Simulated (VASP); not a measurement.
Wanted: the native input for a VASP 6.6.1 run.

```
Task                   : single point
Functional             : PBE
Potentials or basis    : VASP PAW PBE potentials, release 64 (B, N)
Cutoff                 : 520 eV
k mesh                 : 6 × 6 × 2
Occupations            : gaussian, width 0.01 eV
Spin                   : no spin polarisation
Dipole correction      : no
Further INCAR settings : ALGO = Normal; EDIFF = 1e-07; NBANDS = 16
```

The structure of BN lies in POSCAR:

```
BN
1.0
    2.5008381060      0.0000000000      0.0000000000
   -1.2504190530      2.1657893305      0.0000000000
    0.0000000000      0.0000000000      6.8931301039
B N
2 2
Direct
    0.3333333333      0.6666666667      0.2500000000
    0.6666666667      0.3333333333      0.7500000000
    0.6666666667      0.3333333333      0.2500000000
    0.3333333333      0.6666666667      0.7500000000
```

These files were run (other wordings do the same):

INCAR

```
SYSTEM = BN
ALGO = Normal ; EDIFF = 1E-7
ENCUT = 520 ; GGA = PE
ISIF = 2 ; ISMEAR = 0
LASPH = .True. ; LCHARG = .False.
LREAL = .False. ; LWAVE = .False.
NBANDS = 16 ; NELM = 80
PREC = Accurate ; SIGMA = 0.01
```

KPOINTS

```
k-points
0
Gamma
  6 6 2
  0 0 0
```

Potentials or basis: VASP PAW PBE potentials, release 64 (B, N).

Run with:

```console
$ cat potpaw_PBE.64/B/POTCAR potpaw_PBE.64/N/POTCAR > POTCAR
$ mpirun -np 1 vasp_std > vasp.out
```

It gave:

```json
{
 "Pressure": "3.9 GPa",
 "Band gap on the k mesh": "4.34 eV, indirect (least direct gap 4.66 eV)"
}
```

Caveat: the k points lie up to 0.48 Å⁻¹ apart; this functional lacks dispersion, which binds the layers, so the pressure and a relaxed spacing across them are unreliable.

Wall time 9.9 s on 1 thread of Intel Xeon 6975P-C, with other jobs on the host, peak memory 0.14 GiB.
